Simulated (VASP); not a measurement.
Crystal: SiMo3.

```
CELL_PARAMETERS angstrom
5.53485 0.00000 0.00000
-2.76743 4.79332 0.00000
0.00000 0.00000 4.44257
ATOMIC_POSITIONS crystal
Si 0.33333 0.66667 0.25000
Si 0.66667 0.33333 0.75000
Mo 0.83300 0.66600 0.25000
Mo 0.16700 0.83300 0.75000
Mo 0.33400 0.16700 0.25000
Mo 0.16700 0.33400 0.75000
Mo 0.83300 0.16700 0.25000
Mo 0.66600 0.83300 0.75000
```

* Program: VASP 6.6.1
* Task: relaxation of cell and atoms
* Functional: PBE
* Potentials or basis: VASP PAW PBE potentials, release 64 (Si, Mo_sv)
* Cutoff: 600 eV
* k mesh: 6 × 6 × 4
* Occupations: gaussian, width 0.1 eV
* Spin: no spin polarisation

At the start: pressure 4.9 GPa; volume 14.73 Å³/atom.

**Question.** How do energy, volume and symmetry change on relaxing?

**Answer.** Over 9 steps the energy falls by 40.5 meV/atom and the volume is 14.98 Å³/atom (+1.6 %); space group P6_3/mmc (No. 194, to 0.1 Å) before and after.

Step by step:
| step | energy change (eV) | largest force (eV/Å) | pressure (GPa) | volume (Å³) |
| --- | --- | --- | --- | --- |
| 1 | 0.0000 | 0.1909 | 4.91 | 117.86 |
| 2 | -0.1468 | 0.0130 | -9.65 | 125.53 |
| 3 | -0.2338 | 0.0956 | -4.64 | 122.47 |
| 4 | -0.2659 | 0.3835 | 4.55 | 118.03 |
| 5 | -0.3191 | 0.1492 | 0.20 | 119.95 |
| 6 | -0.3191 | 0.1548 | 0.31 | 119.90 |
| 7 | -0.3234 | 0.0612 | -0.08 | 120.06 |
| 8 | -0.3237 | 0.0278 | -0.23 | 120.12 |
| 9 | -0.3238 | 0.0050 | 0.39 | 119.80 |

Final structure:
```
CELL_PARAMETERS angstrom
5.42149 0.00000 0.00000
-2.71075 4.69515 0.00000
0.00000 0.00000 4.70648
ATOMIC_POSITIONS crystal
Si 0.33333 0.66667 0.25000
Si 0.66667 0.33333 0.75000
Mo 0.83299 0.66599 0.25000
Mo 0.16701 0.83299 0.75000
Mo 0.33401 0.16701 0.25000
Mo 0.16701 0.33401 0.75000
Mo 0.83299 0.16701 0.25000
Mo 0.66599 0.83299 0.75000
```
